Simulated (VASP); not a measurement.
Sn, 1 atom in the cell. The structure is orthorhombic, space group Immm (No. 71). Conventional cell: a = 3.382 Å, b = 3.909 Å, c = 4.216 Å, α = 90.00°, β = 90.00°, γ = 90.00°. Sn (site symmetry mmm) has 14 Sn at 3.34 to 4.22 Å within 4.4 Å. 

- Program: VASP 6.6.1
- Task: relaxation of cell and atoms
- Functional: PBE
- Potentials or basis: VASP PAW PBE potentials, release 64 (Sn_d)
- Cutoff: 600 eV
- k mesh: 16 × 16 × 16
- Occupations: gaussian, width 0.1 eV
- Spin: no spin polarisation
- Dipole correction: no
- Further INCAR settings: ALGO = Fast; EDIFF = 1e-06; IBRION = 2; EDIFFG = -0.005; NSW = 100; ISIF = 3

Potentials or basis: VASP PAW PBE potentials, release 64 (Sn_d).

Launch:

```bash
$ cat potpaw_PBE.64/Sn_d/POTCAR > POTCAR
$ mpirun -np 1 vasp_std > vasp.out
```

Hardware: 1 thread of AMD EPYC 7R13 Processor (Zen 3), on a shared host.

How long does it take, and how much memory?

It took 23 min on 1 thread of AMD EPYC 7R13 Processor (Zen 3) (shared host), peak memory 0.35 GiB. Counts: scf iterations 109, k points 621, ion steps 18.
